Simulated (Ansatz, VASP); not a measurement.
# ScSn3Se: VASP beside Ansatz

INCAR

```
SYSTEM = ScSn3Se
PREC = Accurate ; ENCUT = 520
EDIFF = 1E-7 ; ISMEAR = 0
SIGMA = 0.1 ; LREAL = .False.
LASPH = .True. ; NELM = 80
ALGO = Normal ; ISIF = 2
LWAVE = .False. ; LCHARG = .False.
GGA = PE ; NBANDS = 38
```

The input KPOINTS:

```
Automatic mesh
0
Gamma
  3 3 4
  0 0 0
```

POSCAR

```
ScSn3Se
1.0
    5.9582767100      0.0000000000      0.0000000000
   -2.9791383600      5.1600190000      0.0000000000
    0.0000000000      0.0000000000      4.6430802300
Sc Sn Se
1 3 1
Direct
    0.6666666700      0.3333333300      0.0000000000
    0.3333333300      0.6666666700      0.2608550000
    0.3333333300      0.6666666700      0.7391450000
    0.6666666700      0.3333333300      0.5000000000
    0.0000000000      0.0000000000      0.0000000000
```

Input for Ansatz:

```yaml
crystal:
  lattice:
    - [5.95827671, 0.0, 0.0]
    - [-2.97913836, 5.160019, 0.0]
    - [0.0, 0.0, 4.64308023]
  atoms:
    - { symbol: Sc, position: [0.66666667, 0.33333333, 0.0] }
    - { symbol: Sn, position: [0.33333333, 0.66666667, 0.260855] }
    - { symbol: Sn, position: [0.33333333, 0.66666667, 0.739145] }
    - { symbol: Sn, position: [0.66666667, 0.33333333, 0.5] }
    - { symbol: Se, position: [0.0, 0.0, 0.0] }
basis:
  ecutwfc: 420
kpoints:
  mp_grid: { grid: [3, 3, 4] }
hamiltonian:
  xc: pbe
scf:
  occupations: { method: gaussian, width: 0.1 }
  lower_state_search: "off"
output:
  forces: true
  stress: true
  eigenvalues: true
```

Alike in both runs: task single point; functional PBE; k mesh 3 × 3 × 4; occupations gaussian, width 0.1 eV; no spin polarisation.

|  | VASP | Ansatz |
| --- | --- | --- |
| version | VASP 6.6.1 | Ansatz 0.2.0 |
| potentials or method | VASP PAW PBE potentials, release 64 (Sc_sv, Sn_d, Se), cutoff 520 eV | scalar-relativistic, plane waves, PAW |
| valence electrons in the cell | 59 | 69 |

```tsv
	VASP	Ansatz	Ansatz less VASP
gap on the k mesh at the Fermi level (eV)	none	none	-
pressure (GPa)	17.8	17.7	-0.02
traceless stress, the component that is largest in VASP (GPa)	51.76	51.70	-0.064
rms of the force components (eV/Å)	2.355	2.322	-0.0333
```

Atom by atom the forces differ by 0.033 eV/Å (rms over components). A gap of «none» marks a metal or a gap that the smearing closes. The functional is the same, so the differences come from potentials, cutoffs and numerics. VASP's potentials hold 59 valence electrons a cell and Ansatz's 69, so a difference there can come from the potentials and not from the codes.

The k mesh is coarse, so the values compare programs but aren't converged.
